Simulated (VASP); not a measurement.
Wanted: the native input for a VASP 6.6.1 run.

```yaml
Task: single point
Functional: PBE
Potentials_or_basis: VASP PAW PBE potentials, release 64 (Mo_sv, F)
Cutoff: 520 eV
k_mesh: 24 × 24 × 14
Occupations: gaussian, width 0.1 eV
Spin: no spin polarisation
Dipole_correction: no
Further_INCAR_settings: ALGO = Normal; EDIFF = 1e-07; NBANDS = 18
```

The structure of MoF lies in POSCAR:

```
MoF
1.0
    2.6648156440      0.0000000000      0.0000000000
   -1.3324078220      2.3077980441      0.0000000000
    0.0000000000      0.0000000000      4.0381269831
Mo F
1 1
Direct
    0.6666666667      0.3333333333      0.5000000000
    0.0000000000      0.0000000000      0.0000000000
```

The input as run:

INCAR

```
PREC = Accurate
ENCUT = 520
EDIFF = 1E-7
ISMEAR = 0
SIGMA = 0.1
LREAL = F
LASPH = T
NELM = 100
ALGO = Normal
ISIF = 2
LWAVE = F
LCHARG = F
GGA = PE
NBANDS = 18
```

KPOINTS

```
Automatic mesh
0
Gamma
  24 24 14
```

Potentials or basis: VASP PAW PBE potentials, release 64 (Mo_sv, F).

Command:

```console
$ cat potpaw_PBE.64/Mo_sv/POTCAR potpaw_PBE.64/F/POTCAR > POTCAR
$ mpirun -np 1 vasp_std > vasp.out
```

It gave:

| Quantity | Value |
| --- | --- |
| Pressure | 0.1 GPa |

Caveat: an odd number of electrons without spin polarisation forces a metal; a magnetic or distorted state may lie lower.

Wall time 2.6 min on 1 thread of Intel(R) Xeon(R) Platinum 8259CL CPU @ 2.50GHz (Skylake/Cascade Lake), with other jobs on the host, peak memory 0.3 GiB.
